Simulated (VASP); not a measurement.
# GaAs (zincblende type) (F-43m) in VASP: a series of runs

GaAs (zincblende type) is run at these levels: PBE; tasks: single point.

All numbers are computed with VASP 6.6.1; they aren't measurements. Logs are shortened: lines on timing, memory, paths and dates and some standing lists are left out, and cuts for length are marked.

## 1. The cell of the first run

Symmetry: F-43m, No. 216, cubic system. The conventional cell has a = 5.745 Å, b = 5.745 Å, c = 5.745 Å, α = 90.00°, β = 90.00°, γ = 90.00°. Ga (site symmetry -43m) has 4 As at 2.49 Å within 3.3 Å. As (site symmetry -43m) has 4 Ga at 2.49 Å within 3.3 Å.

## 2. Single point, PBE

The input, INCAR:

```
SYSTEM = GaAs
  PREC = Accurate
  ENCUT = 520
  EDIFF = 1E-7
  ISMEAR = -1
  SIGMA = 0.02
  LREAL = .FALSE.
  LASPH = .TRUE.
  NELM = 60
  ALGO = Normal
  ISIF = 2
  LWAVE = .FALSE.
  LCHARG = .TRUE.
  GGA = PE
  LELF = .TRUE.
  LVHAR = .TRUE.
  NBANDS = 16
```

The input, KPOINTS:

```
Automatic mesh
0
G
  10 10 10
  0 0 0
```

The input, POSCAR:

```
GaAs
1.0
    0.0000000000      2.8723074171      2.8723074171
    2.8723074171      0.0000000000      2.8723074171
    2.8723074171      2.8723074171      0.0000000000
Ga As
1 1
Direct
    0.0000000000      0.0000000000      0.0000000000
    0.2500000000      0.2500000000      0.2500000000
```

Potentials or basis: VASP PAW PBE potentials, release 64 (Ga_d, As).

Launch:

```sh
cat potpaw_PBE.64/Ga_d/POTCAR potpaw_PBE.64/As/POTCAR > POTCAR
mpirun -np 1 vasp_std > vasp.out
```

OUTCAR:

```text
SYSTEM = GaAs
   PREC = Accurate
   ENCUT = 520
   EDIFF = 1E-7
   ISMEAR = -1
   LREAL = .FALSE.
   LASPH = .TRUE.
   NELM = 60
   ISIF = 2
   GGA = PE

 ion  position               nearest neighbor table
   1  0.000  0.000  0.000-   2 2.49   2 2.49   2 2.49   2 2.49
   2  0.250  0.250  0.250-   1 2.49   1 2.49   1 2.49   1 2.49

  LATTYP: Found a face centered cubic cell.
 ALAT       =     5.7446148342

  Lattice vectors:

 A1 = (   0.0000000000,   2.8723074171,   2.8723074171)
 A2 = (   2.8723074171,   0.0000000000,   2.8723074171)
 A3 = (   2.8723074171,   2.8723074171,   0.0000000000)

Analysis of symmetry for initial positions (statically):
=====================================================================
 Subroutine PRICEL returns:
 Original cell was already a primitive cell.

 Routine SETGRP: Setting up the symmetry group for a
 face centered cubic supercell.

 Subroutine GETGRP returns: Found 24 space group operations
 (whereof 24 operations were pure point group operations)
 out of a pool of 48 trial point group operations.

The static configuration has the point symmetry T_d .

Analysis of symmetry for dynamics (positions and initial velocities):
=====================================================================
 Subroutine PRICEL returns:
 Original cell was already a primitive cell.

 Routine SETGRP: Setting up the symmetry group for a
 face centered cubic supercell.

 Subroutine GETGRP returns: Found 24 space group operations
 (whereof 24 operations were pure point group operations)
 out of a pool of 48 trial point group operations.

The dynamic configuration has the point symmetry T_d .

 Subroutine INISYM returns: Found 24 space group operations
 (whereof 24 operations are pure point group operations),
 and found     1 'primitive' translations

----------------------------------------------------------------------------------------

                                     Primitive cell

  volume of cell :      47.3939

  direct lattice vectors                    reciprocal lattice vectors
     0.000000000  2.872307417  2.872307417    -0.174076075  0.174076075  0.174076075
     2.872307417  0.000000000  2.872307417     0.174076075 -0.174076075  0.174076075
     2.872307417  2.872307417  0.000000000     0.174076075  0.174076075 -0.174076075

  length of vectors
     4.062056105  4.062056105  4.062056105     0.301508605  0.301508605  0.301508605

  position of ions in fractional coordinates (direct lattice)
     0.000000000  0.000000000  0.000000000
     0.250000000  0.250000000  0.250000000

  ion indices of the primitive-cell ions
   primitive index   ion index
                 1           1
                 2           2

----------------------------------------------------------------------------------------

 KPOINTS: Automatic mesh

Automatic generation of k-mesh.
 Grid dimensions read from file:
 generate k-points for:   10   10   10

 Generating k-lattice:

  Cartesian coordinates                     Fractional coordinates (reciprocal lattice)
    -0.017407607  0.017407607  0.017407607     0.100000000  0.000000000  0.000000000
     0.017407607 -0.017407607  0.017407607     0.000000000  0.100000000  0.000000000
     0.017407607  0.017407607 -0.017407607     0.000000000  0.000000000  0.100000000

  Length of vectors
     0.030150861  0.030150861  0.030150861

  Shift w.r.t. Gamma in fractional coordinates (k-lattice)
     0.000000000  0.000000000  0.000000000

 Subroutine IBZKPT returns following result:
 ===========================================

 Found     47 irreducible k-points:

 Following reciprocal coordinates:
            Coordinates               Weight
  0.000000  0.000000  0.000000      1.000000
  0.100000  0.000000  0.000000      8.000000
  0.200000  0.000000  0.000000      8.000000
  0.300000  0.000000  0.000000      8.000000
  0.400000  0.000000  0.000000      8.000000
  0.500000  0.000000  0.000000      4.000000
[... 16 lines left out ...]
  0.300000  0.300000  0.000000      6.000000
  0.400000  0.300000  0.000000     24.000000
 [... further k-points ...]
   k-points           NKPTS =     47   k-points in BZ     NKDIM =     47   number of bands    NBANDS=     16
   number of dos      NEDOS =    301   number of ions     NIONS =      2
   total plane-waves  NPLWV =  27000
   dimension x,y,z NGX =    30 NGY =   30 NGZ =   30
   dimension x,y,z NGXF=    60 NGYF=   60 NGZF=   60
   ions per type =               1   1
   NGX,Y,Z   is equivalent  to a cutoff of  12.28, 12.28, 12.28 a.u.
   NGXF,Y,Z  is equivalent  to a cutoff of  24.56, 24.56, 24.56 a.u.
 SYSTEM =  GaAs
   PREC   = accura    normal or accurate (medium, high low for compatibility)
   ISTART =      0    job   : 0-new  1-cont  2-samecut
   ICHARG =      2    charge: 1-file 2-atom 10-const
   ISPIN  =      1    spin polarized calculation?
   LNONCOLLINEAR =      F non collinear calculations
   LSORBIT =      F    spin-orbit coupling
   LASPH  =      T    aspherical Exc in radial PAW
   ENCUT  =  520.0 eV  38.22 Ry    6.18 a.u.   7.55  7.55  7.55*2*pi/ulx,y,z
   NELM   =     60;   NELMIN=  2; NELMDL= -5     # of ELM steps
   EDIFF  = 0.1E-06   stopping-criterion for ELM
   LREAL  =      F    real-space projection
   EDIFFG = 0.1E-05   stopping-criterion for IOM
   NSW    =      0    number of steps for IOM
   IBRION =     -1    ionic relax: 0-MD 1-quasi-New 2-CG
   NFREE  =      0    steps in history (QN), initial steepest desc. (CG)
   ISIF   =      2    stress and relaxation
   ISYM   =      2    0-nonsym 1-usesym 2-fastsym
   POTIM  = 0.5000    time-step for ionic-motion
   TEBEG  =    0.0;   TEEND  =   0.0 temperature during run
   PSTRESS=    0.0 pullay stress
   NELECT =      18.0000    total number of electrons
   NUPDOWN=      -1.0000    fix difference up-down
   EMIN   =  10.00;   EMAX   =-10.00  energy-range for DOS
   EFERMI =   0.00;   METHOD = LEGACY
   ISMEAR =    -1;   SIGMA  =   0.02  broadening in eV -4-tet -1-fermi 0-gaus
   EFERMI_NEDOS =   21; number of points for ismear=-14 and -15
   IALGO  =     38    algorithm
   IMIX   =      4    mixing-type and parameters
     AMIX     =   0.40;   BMIX     =  1.00
     AMIX_MAG =   1.60;   BMIX_MAG =  1.00
  volume/ion in A,a.u.               =      23.70       159.92
  Fermi-wavevector in a.u.,A,eV,Ry     =   1.185563  2.240390 19.123809  1.405560
  Thomas-Fermi vector in A             =   2.321754
   LORBIT       =      0    0 simple, 1 ext, 2 COOP (PROOUT), +10 PAW based schemes
   GGA     = PE    functional components
   LHFCALC =     F    Hartree Fock is set to
   AEXX    =    0.0000 exact exchange contribution
   IVDW    =     0    specifies the selected vdW correction
   LEPSILON=     F    determine dielectric tensor
   LRPA    =     F    only Hartree local field effects (RPA)
 non-spin polarized calculation
  energy-cutoff  :      520.00
  volume of cell :       47.39
 maximum number of plane-waves:      1298
   NGX = 15   NGY = 15   NGZ = 15

 number of electron      17.9999987 magnetization

 Free energy of the ion-electron system (eV)
  ---------------------------------------------------
  ext. energy  EPLUGINS =         0.00000000
  ---------------------------------------------------
  free energy    TOTEN  =        -8.27522251 eV

  energy without entropy =       -8.27521140  energy(sigma->0) =       -8.27521695

 E-fermi :   3.5875     XC(G=0):  -9.3744

 val. band max:        3.4932669481   @ k =   0.0000   0.0000   0.0000
 cond. band min:       3.6593623134   @ k =   0.0000   0.0000   0.0000
 fundamental gap:      0.1660953653
 Fermi energy:         3.5875300989

 k-point     1 :       0.0000    0.0000    0.0000
  band No.  band energies     occupation
      1     -11.2341      2.00000
      2     -11.2341      2.00000
      3     -11.2341      2.00000
      4     -11.1659      2.00000
      5     -11.1659      2.00000
      6      -8.8990      2.00000
[... 8 lines left out ...]
     15      13.4977      0.00000
     16      13.4977      0.00000

 k-point     2 :       0.1000    0.0000    0.0000
  band No.  band energies     occupation
      1     -11.2410      2.00000
      2     -11.2321      2.00000
      3     -11.2321      2.00000
      4     -11.1660      2.00000
      5     -11.1660      2.00000
      6      -8.7897      2.00000
[... 8 lines left out ...]
     15      12.8662      0.00000
     16      12.8662      0.00000

 k-point     3 :       0.2000    0.0000    0.0000
  band No.  band energies     occupation
      1     -11.2584      2.00000
      2     -11.2272      2.00000
      3     -11.2272      2.00000
      4     -11.1659      2.00000
      5     -11.1659      2.00000
      6      -8.4758      2.00000
[... 8 lines left out ...]
     15      12.3917      0.00000
     16      12.4271      0.00000

 k-point     4 :       0.3000    0.0000    0.0000
  band No.  band energies     occupation
      1     -11.2783      2.00000
      2     -11.2221      2.00000
      3     -11.2221      2.00000
      4     -11.1650      2.00000
      5     -11.1650      2.00000
      6      -8.0079      2.00000
[... 8 lines left out ...]
     15      12.7352      0.00000
     16      12.7352      0.00000
[... 324 lines left out ...]
 k-point    22 :      -0.2000    0.2000    0.0000
  band No.  band energies     occupation
      1     -11.2843      2.00000
      2     -11.2192      2.00000
      3     -11.2175      2.00000
      4     -11.1683      2.00000
      5     -11.1641      2.00000
      6      -7.8458      2.00000
[... 8 lines left out ...]
     15      13.8792      0.00000
     16      14.5541      0.00000

 k-point    23 :       0.3000    0.3000    0.0000
  band No.  band energies     occupation
      1     -11.3000      2.00000
      2     -11.2073      2.00000
      3     -11.2073      2.00000
      4     -11.1787      2.00000
      5     -11.1588      2.00000
      6      -7.6937      2.00000
[... 8 lines left out ...]
     15      14.8978      0.00000
     16      15.6350      0.00000

 k-point    24 :       0.4000    0.3000    0.0000
  band No.  band energies     occupation
      1     -11.3105      2.00000
      2     -11.2035      2.00000
      3     -11.2023      2.00000
      4     -11.1803      2.00000
      5     -11.1577      2.00000
      6      -7.2906      2.00000
[... 8 lines left out ...]
     15      15.5599      0.00000
     16      15.9921      0.00000

 [... further k-points ...]

------------------------ aborting loop because EDIFF is reached ----------------------------------------

  FORCE on cell =-STRESS in cart. coord.  units (eV):
  Direction    XX          YY          ZZ          XY          YZ          ZX
  --------------------------------------------------------------------------------------
  -------------------------------------------------------------------------------------
  Total        0.0559549      0.0559549      0.0559549      0.0000000      0.0000000      0.0000000
  in kB        1.8915868      1.8915868      1.8915868      0.0000000      0.0000000      0.0000000
  external PRESSURE =       1.8915868 kB  Pullay stress =       0.0000000 kB

 VOLUME and BASIS-vectors are now :
 -----------------------------------------------------------------------------
  energy-cutoff  :      520.00
  volume of cell :       47.39
      direct lattice vectors                 reciprocal lattice vectors
     0.000000000  2.872307417  2.872307417    -0.174076075  0.174076075  0.174076075
     2.872307417  0.000000000  2.872307417     0.174076075 -0.174076075  0.174076075
     2.872307417  2.872307417  0.000000000     0.174076075  0.174076075 -0.174076075

 POSITION                                       TOTAL-FORCE (eV/Angst)
 -----------------------------------------------------------------------------------
      0.00000      0.00000      0.00000         0.000000      0.000000     -0.000000
      1.43615      1.43615      1.43615        -0.000000     -0.000000      0.000000
 -----------------------------------------------------------------------------------
    total drift:                                0.000002      0.000002      0.000002

  FREE ENERGIE OF THE ION-ELECTRON SYSTEM (eV)
  ---------------------------------------------------
  free  energy   TOTEN  =        -8.2752225073 eV

  energy  without entropy=       -8.2752113970  energy(sigma->0) =       -8.27521695
```

It took 16 s on 1 thread of Intel Xeon 6975P-C (Granite Rapids), shared host; peak memory 0.19 GiB.

Results:

```yaml
Free_energy: -8.2752 eV
Pressure: 0.2 GPa
Band_gap_on_the_k_mesh: 0.17 eV
```

Levels at points of the mesh, in eV from the valence-band top:
| k point | band 6 | band 7 | band 8 | band 9 | band 10 | band 11 | band 12 | band 13 |
| --- | --- | --- | --- | --- | --- | --- | --- | --- |
| (0.00, 0.00, 0.00) | -12.39 | 0.00 | 0.00 | 0.00 | 0.17 | 3.72 | 3.72 | 3.72 |
| (0.50, 0.00, 0.00) | -10.77 | -6.39 | -1.07 | -1.07 | 0.87 | 4.62 | 4.62 | 7.70 |
| (0.50, 0.50, 0.00) | -10.09 | -6.60 | -2.51 | -2.51 | 1.55 | 1.67 | 9.79 | 9.79 |

## 3. Single point, PBE

This run uses another cell than the first one: it holds 4 atoms, not 2.

The input, INCAR:

```
SYSTEM = GaAs
ALGO     = Normal         ! electronic algorithm
EDIFF    = 1E-6           ! SCF threshold, eV
ENCUT    = 520            ! plane-wave cutoff, eV
GGA      = PE             ! functional
ISIF     = 2              ! what is computed and relaxed
ISMEAR   = -1             ! smearing method
LASPH    = .TRUE.         ! aspherical terms in the spheres
LCHARG   = .FALSE.        ! write CHGCAR
LREAL    = .FALSE.        ! projectors in reciprocal space
LWAVE    = .FALSE.        ! write WAVECAR
NBANDS   = 26             ! bands
NELM     = 80             ! most SCF steps
PREC     = Accurate       ! precision mode
SIGMA    = 0.02           ! smearing width, eV
```

The input, KPOINTS:

```
k-points
0
G
  8 5 8
  0 0 0
```

The input, POSCAR:

```
GaAs
1.0
   -2.8723074171      2.8723074171      0.0000000000
    0.0000000000      0.0000000000      5.7446148342
    2.8723074171      2.8723074171      0.0000000000
Ga As
2 2
Direct
    0.0000000000      0.0000000000      0.0000000000
    0.5000000000      0.5000000000      0.5000000000
    0.0000000000      0.2500000000      0.5000000000
    0.5000000000      0.7500000000      0.0000000000
```

Potentials or basis: VASP PAW PBE potentials, release 64 (Ga_d, As).

Launch:

```sh
cat potpaw_PBE.64/Ga_d/POTCAR potpaw_PBE.64/As/POTCAR > POTCAR
mpirun -np 1 vasp_std > vasp.out
```

Run time: 37 s. Hardware: 1 thread of Intel Xeon 6975P-C (Granite Rapids), shared host; peak memory 0.25 GiB.

It converged, with:

| Quantity | Value |
| --- | --- |
| Free energy | -16.5489 eV |
| Pressure | 0.2 GPa |
| Band gap on the k mesh | 0.17 eV |

Levels at points of the mesh, in eV from the valence-band top:
```
           k point  band 14  band 15  band 16  band 17  band 18  band 19  band 20  band 21  band 22  band 23
(0.00, 0.00, 0.00)    -2.51    -2.51     0.00     0.00     0.00     0.17     1.55     1.67     3.72     3.72
(0.50, 0.00, 0.00)    -5.50    -3.16    -3.16    -1.14    -1.14     2.62     2.62     5.48     5.48     5.56
(0.50, 0.00, 0.50)    -6.60    -2.51    -2.51    -2.51    -2.51     1.55     1.55     1.67     1.67     9.79
```

## 4. Single point, PBE

This run uses another cell than the first one: it holds 4 atoms, not 2.

The input, INCAR:

```
PREC = Accurate
ENCUT = 520
EDIFF = 1E-6
ISMEAR = -1
SIGMA = 0.02
LREAL = F
LASPH = T
NELM = 100
ALGO = Normal
ISIF = 2
LWAVE = F
LCHARG = T
GGA = PE
LELF = T
LVHAR = T
NBANDS = 26
```

The input, KPOINTS:

```
Automatic mesh
0
Gamma
  8 5 8
```

POSCAR is that of step 3.

Launch:

```sh
cat potpaw_PBE.64/Ga_d/POTCAR potpaw_PBE.64/As/POTCAR > POTCAR
mpirun -np 1 vasp_std > vasp.out
```

Run time: 38 s. Hardware: 1 thread of Intel Xeon 6975P-C (Granite Rapids), shared host; peak memory 0.25 GiB.

Results (log left out):

```yaml
Free_energy: -16.5489 eV
Pressure: 0.2 GPa
Band_gap_on_the_k_mesh: 0.17 eV
```

Levels at points of the mesh, in eV from the valence-band top:
| k point | band 14 | band 15 | band 16 | band 17 | band 18 | band 19 | band 20 | band 21 | band 22 | band 23 |
| --- | --- | --- | --- | --- | --- | --- | --- | --- | --- | --- |
| (0.00, 0.00, 0.00) | -2.51 | -2.51 | 0.00 | 0.00 | 0.00 | 0.17 | 1.55 | 1.67 | 3.72 | 3.72 |
| (0.50, 0.00, 0.00) | -5.50 | -3.16 | -3.16 | -1.14 | -1.14 | 2.62 | 2.62 | 5.48 | 5.48 | 5.56 |
| (0.50, 0.00, 0.50) | -6.60 | -2.51 | -2.51 | -2.51 | -2.51 | 1.55 | 1.55 | 1.67 | 1.67 | 9.79 |
